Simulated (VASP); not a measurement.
Al:

```
CELL_PARAMETERS angstrom
0.00000 2.02398 2.02398
2.02398 0.00000 2.02398
2.02398 2.02398 0.00000
ATOMIC_POSITIONS crystal
Al 0.00000 0.00000 0.00000
```

```yaml
Program: VASP 6.6.1
Task: relaxation of cell and atoms
Functional: PBE
Dispersion: D3(BJ)
Potentials_or_basis: VASP PAW PBE potentials, release 64 (Al)
Cutoff: 600 eV
k_mesh: 18 × 18 × 18
Occupations: gaussian, width 0.1 eV
Spin: no spin polarisation
```

At the start: pressure -3.8 GPa; volume 16.58 Å³/atom.

Q: How do energy, volume and symmetry change on relaxing?

A: Over 3 steps the energy falls by 9.9 meV/atom and the volume is 15.78 Å³/atom (-4.8 %); space group Fm-3m (No. 225, to 0.05 Å).

The path:
| step | energy change (eV) | largest force (eV/Å) | pressure (GPa) | volume (Å³) |
| --- | --- | --- | --- | --- |
| 1 | 0.0000 | 0.0000 | -3.77 | 16.58 |
| 2 | -0.0096 | 0.0000 | 0.64 | 15.66 |
| 3 | -0.0099 | 0.0000 | 0.01 | 15.78 |

Final structure:
```
Al
1.0
     0.00000    1.99079    1.99079
     1.99079    0.00000    1.99079
     1.99079    1.99079    0.00000
Al
1
Direct
  0.00000 0.00000 0.00000
```

Caveat: pairwise dispersion overbinds metals, which lowers pressure and volume.
